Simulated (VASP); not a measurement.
# Ta (I4/mmm) in VASP: further runs

Ta is run at these levels: PBE; tasks: single point.

Everything below comes from runs of VASP 6.6.1. Logs are shortened: lines on timing, memory, paths and dates and some standing lists are left out, and cuts for length are marked.

### 1 The cell of the first run

The structure is tetragonal, space group I4/mmm (No. 139). The conventional cell has a = 3.026 Å, b = 3.026 Å, c = 3.934 Å, α = 90.00°, β = 90.00°, γ = 90.00°. Within 3.8 Å of Ta (site symmetry 4/mmm) lie 12 Ta at 2.91 to 3.03 Å.

### 2 Single point, PBE

Contents of INCAR:

```
SYSTEM = Ta
PREC     = Accurate       ! precision mode
ENCUT    = 520            ! plane-wave cutoff, eV
EDIFF    = 1E-7           ! SCF threshold, eV
ISMEAR   = 0              ! smearing method
SIGMA    = 0.15           ! smearing width, eV
LREAL    = .FALSE.        ! projectors in reciprocal space
LASPH    = .TRUE.         ! aspherical terms in the spheres
NELM     = 80             ! most SCF steps
ALGO     = Fast           ! electronic algorithm
ISIF     = 2              ! what is computed and relaxed
LWAVE    = .FALSE.        ! write WAVECAR
LCHARG   = .FALSE.        ! write CHGCAR
GGA      = PE             ! functional
NBANDS   = 12             ! bands
```

Contents of KPOINTS:

```
Automatic mesh
0
G
  22 22 22
  0 0 0
```

Contents of POSCAR:

```
Ta
1.0
   -1.5130023529      1.5130023529      1.9669030588
    1.5130023529     -1.5130023529      1.9669030588
    1.5130023529      1.5130023529     -1.9669030588
Ta
1
Direct
    0.0000000000      0.0000000000      0.0000000000
```

Potentials or basis: VASP PAW PBE potentials, release 64 (Ta_pv).

The run is started by

```sh
$ cat potpaw_PBE.64/Ta_pv/POTCAR > POTCAR
$ mpirun -np 1 vasp_std > vasp.out
```

OUTCAR:

```text
SYSTEM = Ta
   PREC = Accurate
   ENCUT = 520
   EDIFF = 1E-7
   ISMEAR = 0
   LREAL = .FALSE.
   LASPH = .TRUE.
   NELM = 80
   ISIF = 2
   GGA = PE

 ion  position               nearest neighbor table
   1  0.000  0.000  0.000-

  LATTYP: Found a body centered tetragonal cell.
 ALAT       =     3.0260047058
 C/A-ratio  =     1.3000000000

  Lattice vectors:

 A1 = (  -1.5130023529,   1.5130023529,   1.9669030588)
 A2 = (   1.5130023529,  -1.5130023529,   1.9669030588)
 A3 = (   1.5130023529,   1.5130023529,  -1.9669030588)

Analysis of symmetry for initial positions (statically):
=====================================================================
 Subroutine PRICEL returns:
 Original cell was already a primitive cell.

 Routine SETGRP: Setting up the symmetry group for a
 body centered tetragonal supercell.

 Subroutine GETGRP returns: Found 16 space group operations
 (whereof 16 operations were pure point group operations)
 out of a pool of 16 trial point group operations.

The static configuration has the point symmetry D_4h.

Analysis of symmetry for dynamics (positions and initial velocities):
=====================================================================
 Subroutine PRICEL returns:
 Original cell was already a primitive cell.

 Routine SETGRP: Setting up the symmetry group for a
 body centered tetragonal supercell.

 Subroutine GETGRP returns: Found 16 space group operations
 (whereof 16 operations were pure point group operations)
 out of a pool of 16 trial point group operations.

The dynamic configuration has the point symmetry D_4h.

 Subroutine INISYM returns: Found 16 space group operations
 (whereof 16 operations are pure point group operations),
 and found     1 'primitive' translations

----------------------------------------------------------------------------------------

                                     Primitive cell

  volume of cell :      18.0104

  direct lattice vectors                    reciprocal lattice vectors
    -1.513002353  1.513002353  1.966903059     0.000000000  0.330468752  0.254206733
     1.513002353 -1.513002353  1.966903059     0.330468752  0.000000000  0.254206733
     1.513002353  1.513002353 -1.966903059     0.330468752  0.330468752  0.000000000

  length of vectors
     2.906382611  2.906382611  2.906382611     0.416930041  0.416930041  0.467353392

  position of ions in fractional coordinates (direct lattice)
     0.000000000  0.000000000  0.000000000

  ion indices of the primitive-cell ions
   primitive index   ion index
                 1           1

----------------------------------------------------------------------------------------

 KPOINTS: Automatic mesh

Automatic generation of k-mesh.
 Grid dimensions read from file:
 generate k-points for:   22   22   22

 Generating k-lattice:

  Cartesian coordinates                     Fractional coordinates (reciprocal lattice)
     0.000000000  0.015021307  0.011554851     0.045454545  0.000000000  0.000000000
     0.015021307  0.000000000  0.011554851     0.000000000  0.045454545  0.000000000
     0.015021307  0.015021307  0.000000000     0.000000000  0.000000000  0.045454545

  Length of vectors
     0.018951366  0.018951366  0.021243336

  Shift w.r.t. Gamma in fractional coordinates (k-lattice)
     0.000000000  0.000000000  0.000000000

 Subroutine IBZKPT returns following result:
 ===========================================

 Found    834 irreducible k-points:

 Following reciprocal coordinates:
            Coordinates               Weight
  0.000000  0.000000  0.000000      1.000000
  0.045455 -0.000000  0.000000      8.000000
  0.090909 -0.000000  0.000000      8.000000
  0.136364  0.000000  0.000000      8.000000
  0.181818  0.000000  0.000000      8.000000
  0.227273 -0.000000  0.000000      8.000000
[... 16 lines left out ...]
  0.500000  0.045455  0.000000     16.000000
 -0.454545  0.045455 -0.000000     16.000000
 [... further k-points ...]
   k-points           NKPTS =    834   k-points in BZ     NKDIM =    834   number of bands    NBANDS=     12
   number of dos      NEDOS =    301   number of ions     NIONS =      1
   total plane-waves  NPLWV =  13824
   dimension x,y,z NGX =    24 NGY =   24 NGZ =   24
   dimension x,y,z NGXF=    48 NGYF=   48 NGZF=   48
   ions per type =               1
   NGX,Y,Z   is equivalent  to a cutoff of  13.73, 13.73, 13.73 a.u.
   NGXF,Y,Z  is equivalent  to a cutoff of  27.46, 27.46, 27.46 a.u.
 SYSTEM =  Ta
   PREC   = accura    normal or accurate (medium, high low for compatibility)
   ISTART =      0    job   : 0-new  1-cont  2-samecut
   ICHARG =      2    charge: 1-file 2-atom 10-const
   ISPIN  =      1    spin polarized calculation?
   LNONCOLLINEAR =      F non collinear calculations
   LSORBIT =      F    spin-orbit coupling
   LASPH  =      T    aspherical Exc in radial PAW
   ENCUT  =  520.0 eV  38.22 Ry    6.18 a.u.   5.40  5.40  5.40*2*pi/ulx,y,z
   NELM   =     80;   NELMIN=  2; NELMDL= -5     # of ELM steps
   EDIFF  = 0.1E-06   stopping-criterion for ELM
   LREAL  =      F    real-space projection
   EDIFFG = 0.1E-05   stopping-criterion for IOM
   NSW    =      0    number of steps for IOM
   IBRION =     -1    ionic relax: 0-MD 1-quasi-New 2-CG
   NFREE  =      0    steps in history (QN), initial steepest desc. (CG)
   ISIF   =      2    stress and relaxation
   ISYM   =      2    0-nonsym 1-usesym 2-fastsym
   POTIM  = 0.5000    time-step for ionic-motion
   TEBEG  =    0.0;   TEEND  =   0.0 temperature during run
   PSTRESS=    0.0 pullay stress
   NELECT =      11.0000    total number of electrons
   NUPDOWN=      -1.0000    fix difference up-down
   EMIN   =  10.00;   EMAX   =-10.00  energy-range for DOS
   EFERMI =   0.00;   METHOD = LEGACY
   ISMEAR =     0;   SIGMA  =   0.15  broadening in eV -4-tet -1-fermi 0-gaus
   EFERMI_NEDOS =   21; number of points for ismear=-14 and -15
   IALGO  =     68    algorithm
   IMIX   =      4    mixing-type and parameters
     AMIX     =   0.40;   BMIX     =  1.00
     AMIX_MAG =   1.60;   BMIX_MAG =  1.00
  volume/ion in A,a.u.               =      18.01       121.54
  Fermi-wavevector in a.u.,A,eV,Ry     =   1.388988  2.624806 26.249534  1.929286
  Thomas-Fermi vector in A             =   2.513061
   LORBIT       =      0    0 simple, 1 ext, 2 COOP (PROOUT), +10 PAW based schemes
   GGA     = PE    functional components
   LHFCALC =     F    Hartree Fock is set to
   AEXX    =    0.0000 exact exchange contribution
   IVDW    =     0    specifies the selected vdW correction
   LEPSILON=     F    determine dielectric tensor
   LRPA    =     F    only Hartree local field effects (RPA)
 non-spin polarized calculation
 RMM-DIIS sequential band-by-band and
 Gauss-broadening in eV      SIGMA  =   0.15
  energy-cutoff  :      520.00
  volume of cell :       18.01
 maximum number of plane-waves:       505
 NGX is ok and might be reduce to    24

 number of electron      11.0000000 magnetization

 Free energy of the ion-electron system (eV)
  ---------------------------------------------------
  ext. energy  EPLUGINS =         0.00000000
  ---------------------------------------------------
  free energy    TOTEN  =       -11.60275415 eV

  energy without entropy =      -11.58846348  energy(sigma->0) =      -11.59560882

 E-fermi :   5.8079     XC(G=0): -12.6191

 val. band max:        5.8056062997   @ k =  -0.2273   0.2727   0.0909
 cond. band min:       5.8080942910   @ k =  -0.1364  -0.3182   0.0455
 fundamental gap:      0.0024879913
 Fermi energy:         5.8078567257

 k-point     1 :       0.0000    0.0000    0.0000
  band No.  band energies     occupation
      1     -27.5965      2.00000
      2     -27.5838      2.00000
      3     -27.5838      2.00000
      4      -2.4316      2.00000
      5       6.0069      0.06059
      6       6.0069      0.06059
      7       7.0825      0.00000
      8       8.6664      0.00000
      9      10.1224      0.00000
     10      18.5667      0.00000
     11      22.6451      0.00000
     12      22.6455      0.00000

 k-point     2 :       0.0455   -0.0000    0.0000
  band No.  band energies     occupation
      1     -27.6164      2.00000
      2     -27.5915      2.00000
      3     -27.5884      2.00000
      4      -2.3434      2.00000
      5       5.9810      0.10255
      6       6.0470      0.02414
      7       7.0694      0.00000
      8       8.6389      0.00000
      9      10.0660      0.00000
     10      18.7542      0.00000
     11      22.5027      0.00000
     12      22.8073      0.00000

 k-point     3 :       0.0909   -0.0000    0.0000
  band No.  band energies     occupation
      1     -27.6900      2.00000
      2     -27.6018      2.00000
      3     -27.5980      2.00000
      4      -2.0851      2.00000
      5       5.8788      0.50374
      6       6.1516      0.00119
      7       7.0701      0.00000
      8       8.5814      0.00000
      9       9.9182      0.00000
     10      19.2736      0.00000
     11      20.1622      0.00000
     12      22.0151      0.00000
[... 286 lines left out ...]
 k-point    23 :       0.5000    0.0455    0.0000
  band No.  band energies     occupation
      1     -28.7525      2.00000
      2     -27.8161      2.00000
      3     -27.6879      2.00000
      4       1.1609      2.00000
      5       5.4029      1.99987
      6       6.4866      0.00000
      7       6.8928      0.00000
      8      11.5689      0.00000
      9      12.3846      0.00000
     10      16.4856      0.00000
     11      18.1614      0.00000
     12      20.1695      0.00000

 k-point    24 :      -0.4545    0.0455   -0.0000
  band No.  band energies     occupation
      1     -28.7142      2.00000
      2     -27.8061      2.00000
      3     -27.6876      2.00000
      4       1.1267      2.00000
      5       5.4498      1.99926
      6       6.2358      0.00005
      7       6.9211      0.00000
      8      11.4334      0.00000
      9      12.0216      0.00000
     10      16.7068      0.00000
     11      18.5664      0.00000
     12      20.1705      0.00000

 [... further k-points ...]

------------------------ aborting loop because EDIFF is reached ----------------------------------------

  FORCE on cell =-STRESS in cart. coord.  units (eV):
  Direction    XX          YY          ZZ          XY          YZ          ZX
  --------------------------------------------------------------------------------------
  -------------------------------------------------------------------------------------
  Total        1.4183502      1.4183502     -0.1410993      0.0000000      0.0000000      0.0000000
  in kB      126.1745908    126.1745908    -12.5520128      0.0000000      0.0000000      0.0000000
  external PRESSURE =      79.9323896 kB  Pullay stress =       0.0000000 kB

 VOLUME and BASIS-vectors are now :
 -----------------------------------------------------------------------------
  energy-cutoff  :      520.00
  volume of cell :       18.01
      direct lattice vectors                 reciprocal lattice vectors
    -1.513002353  1.513002353  1.966903059     0.000000000  0.330468752  0.254206733
     1.513002353 -1.513002353  1.966903059     0.330468752  0.000000000  0.254206733
     1.513002353  1.513002353 -1.966903059     0.330468752  0.330468752  0.000000000

 POSITION                                       TOTAL-FORCE (eV/Angst)
 -----------------------------------------------------------------------------------
      0.00000      0.00000      0.00000        -0.000000      0.000000      0.000000
 -----------------------------------------------------------------------------------
    total drift:                               -0.000000      0.000000      0.000000

  FREE ENERGIE OF THE ION-ELECTRON SYSTEM (eV)
  ---------------------------------------------------
  free  energy   TOTEN  =       -11.6027541524 eV

  energy  without entropy=      -11.5884634828  energy(sigma->0) =      -11.59560882
```

It took 98 s on 1 thread of Intel Xeon 6975P-C, shared host; peak memory 0.29 GiB.

Results:

| Item | Value |
| --- | --- |
| Free energy | -11.6028 eV |
| Pressure | 8.0 GPa |

Caveat: spin-orbit coupling is left out, which moves the levels of the heavy elements.

### 3 Single point, PBE

Contents of INCAR:

```
SYSTEM = Ta
PREC = Accurate
ENCUT = 520
EDIFF = 1E-6
ISMEAR = 0
SIGMA = 0.15
LREAL = .FALSE.
LASPH = .TRUE.
NELM = 80
ALGO = Fast
ISIF = 2
LWAVE = .FALSE.
LCHARG = .FALSE.
GGA = PE
NBANDS = 12
```

Contents of KPOINTS:

```
regular mesh
0
G
  22 22 22
  0 0 0
```

Contents of POSCAR:

```
Ta
1.0
   -1.5996433287      1.5996433287      1.7596076615
    1.5996433287     -1.5996433287      1.7596076615
    1.5996433287      1.5996433287     -1.7596076615
Ta
1
Direct
    0.0000000000      0.0000000000      0.0000000000
```

Potentials or basis: VASP PAW PBE potentials, release 64 (Ta_pv).

The run is started by

```sh
$ cat potpaw_PBE.64/Ta_pv/POTCAR > POTCAR
$ mpirun -np 1 vasp_std > vasp.out
```

Wall time 95 s (1 thread of Intel Xeon 6975P-C, shared host); peak memory 0.28 GiB.

Results (log left out):

```yaml
Free_energy: -11.7813 eV
Pressure: 4.0 GPa
```

Stress tensor (GPa, compression positive):
```
 7.25  0.00  0.00
 0.00  7.25  0.00
 0.00  0.00 -2.48
```

Levels at points of the mesh, in eV from the Fermi level:
```
           k point  band 3  band 4  band 5  band 6  band 7  band 8
(0.00, 0.00, 0.00)  -33.11   -7.96    0.41    0.41    1.54    3.10
(0.50, 0.00, 0.00)  -33.12   -4.43   -1.12    1.35    2.92    5.08
(0.50, 0.50, 0.00)  -33.19   -4.39   -2.31    2.03    4.89    5.45
(0.50, 0.50, 0.50)  -33.84   -3.99   -3.69    6.57    6.94    6.94
```

Caveat: spin-orbit coupling is left out, which moves the levels of the heavy elements.

### 4 Single point, PBE

This run uses another cell than the first one, of the same volume but with other edges.

Contents of INCAR:

```
PREC = Accurate ; ENCUT = 520
EDIFF = 1E-6 ; ISMEAR = 0
SIGMA = 0.15 ; LREAL = False
LASPH = True ; NELM = 100
ALGO = Fast ; ISIF = 2
LWAVE = False ; LCHARG = False
GGA = PE ; NBANDS = 12
```

Contents of KPOINTS:

```
regular mesh
0
Gamma
  22 22 22
```

Contents of POSCAR:

```
Ta
1.0
   -1.9062635129      1.9062635129      1.2390712834
    1.9062635129     -1.9062635129      1.2390712834
    1.9062635129      1.9062635129     -1.2390712834
Ta
1
Direct
    0.0000000000      0.0000000000      0.0000000000
```

The run is started by

```sh
$ cat potpaw_PBE.64/Ta_pv/POTCAR > POTCAR
$ mpirun -np 1 vasp_std > vasp.out
```

It took 94 s on 1 thread of Intel Xeon 6975P-C, shared host; peak memory 0.29 GiB.

Results (log left out):

| Item | Value |
| --- | --- |
| Free energy | -11.2001 eV |
| Pressure | 17.2 GPa |

Stress tensor (GPa, compression positive):
```
 2.90  0.00  0.00
 0.00  2.90  0.00
 0.00  0.00 45.68
```

Levels at points of the mesh, in eV from the Fermi level:
```
           k point  band 2  band 3  band 4  band 5  band 6  band 7  band 8  band 9  band 10  band 11
(0.00, 0.00, 0.00)  -33.62  -32.52   -8.19   -2.47   -1.40    4.53    4.53    5.26    13.06    13.06
(0.50, 0.00, 0.00)  -33.69  -33.66   -4.55   -3.18    2.98    3.24    5.57    6.81    12.15    12.95
(0.50, 0.50, 0.00)  -33.54  -32.63   -5.07   -1.31   -0.55    2.14    3.80    7.79     9.31    15.04
(0.50, 0.50, 0.50)  -34.43  -32.74   -4.61   -4.11    4.94    4.94    7.14    7.41     7.41    13.80
```

Caveat: spin-orbit coupling is left out, which moves the levels of the heavy elements.

### 5 Summary

```tsv
cell	further INCAR settings	gap on the mesh (eV)	pressure (GPa)
a = 2.906 Å, angles 117.3, 117.3, 94.8°, 1 atom	ALGO = Fast; EDIFF = 1e-07; NBANDS = 12	none	8.0
a = 2.866 Å, angles 112.1, 112.1, 104.2°, 1 atom	ALGO = Fast; EDIFF = 1e-06; NBANDS = 12	none	4.0
a = 2.967 Å, angles 100.0, 100.0, 130.6°, 1 atom	ALGO = Fast; EDIFF = 1e-06; NBANDS = 12	none	17.2
```

Alike in all rows: task single point; level PBE; potentials or basis VASP PAW PBE potentials, release 64 (Ta_pv); no spin polarisation; k mesh 22 × 22 × 22; cutoff (eV) 520; smearing gaussian 0.15 eV.

Caveats: spin-orbit coupling is left out, which moves the levels of the heavy elements.

Total energies depend on the potentials used, so only differences within one code and one set of settings carry meaning.
